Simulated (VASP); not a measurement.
Set up this calculation in VASP 6.6.1, as the native input.

```
Task                   : single point
Functional             : PBE
Potentials or basis    : VASP PAW PBE potentials, release 64 (Te)
Cutoff                 : 520 eV
k mesh                 : 9 × 9 × 6
Occupations            : gaussian, width 0.05 eV
Spin                   : no spin polarisation
Dipole correction      : no
Further INCAR settings : ALGO = Normal; EDIFF = 1e-06; NBANDS = 16
```

The structure of Te lies in POSCAR:

```
Te
1.0
    4.5517511873      0.0000000000      0.0000000000
   -2.2758755937      3.9419321599      0.0000000000
    0.0000000000      0.0000000000      6.4051027500
Te
3
Direct
    0.7315410482      0.0000000000      0.3333333333
    0.0000000000      0.7315410482      0.6666666667
    0.2684589518      0.2684589518      0.0000000000
```

This cell differs from its parent crystal: strained.

These files were run (other wordings do the same):

INCAR

```
PREC     = Accurate       # precision mode
ENCUT    = 520            # plane-wave cutoff, eV
EDIFF    = 1E-6           # SCF threshold, eV
ISMEAR   = 0              # smearing method
SIGMA    = 0.05           # smearing width, eV
LREAL    = False          # projectors in reciprocal space
LASPH    = True           # aspherical terms in the spheres
NELM     = 100            # most SCF steps
ALGO     = Normal         # electronic algorithm
ISIF     = 2              # what is computed and relaxed
LWAVE    = False          # write WAVECAR
LCHARG   = True           # write CHGCAR
GGA      = PE             # functional
LELF     = True           # ELF
LVHAR    = True         
NBANDS   = 16             # bands
```

KPOINTS

```
Automatic mesh
0
Gamma
  9 9 6
```

Potentials or basis: VASP PAW PBE potentials, release 64 (Te).

Run with:

```sh
$ cat potpaw_PBE.64/Te/POTCAR > POTCAR
$ mpirun -np 1 vasp_std > vasp.out
```

Results of the run:

```json
{
  "Pressure": "-3.8 GPa",
  "Largest force": "0.378 eV/Å",
  "Band gap on the k mesh": "zero (filled and empty bands touch)"
}
```

Caveat: the cell differs from its parent crystal (strained); the cell stands under tension; spin-orbit coupling is left out, which moves the levels of the heavy elements.

It took 120 s on 1 thread of Intel Xeon 8259CL, with other jobs on the host, peak memory 0.28 GiB.
